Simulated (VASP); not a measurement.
Sb, 2 atoms in the cell. The cell holds a sheet with vacuum, 2 atoms: a = 4.059 Å, b = 4.059 Å, c = 27.100 Å, α = 90.00°, β = 90.00°, γ = 120.00°. 

```yaml
Program: VASP 6.6.1
Task: single point
Functional: PBE
Dispersion: D4
Potentials_or_basis: VASP PAW PBE potentials, release 64 (Sb)
Cutoff: 400 eV
k_mesh: 12 × 12 × 1
Occupations: gaussian, width 0.03 eV
Spin: no spin polarisation
Dipole_correction: yes
Further_INCAR_settings: ALGO = Normal; EDIFF = 1e-06; NBANDS = 12; NELMDL = -8
```

Potentials or basis: VASP PAW PBE potentials, release 64 (Sb).

Command:

```console
$ cat potpaw_PBE.64/Sb/POTCAR > POTCAR
$ mpirun -np 1 vasp_std > vasp.out
```

Hardware: 1 thread of Intel Xeon 8259CL, with other jobs on the host.

Question: Estimate the wall time of this run.

Answer: It took 2.9 min on 1 thread of Intel Xeon 8259CL, on a shared host, peak memory 0.35 GiB. Counts: scf iterations 22, k points 19.
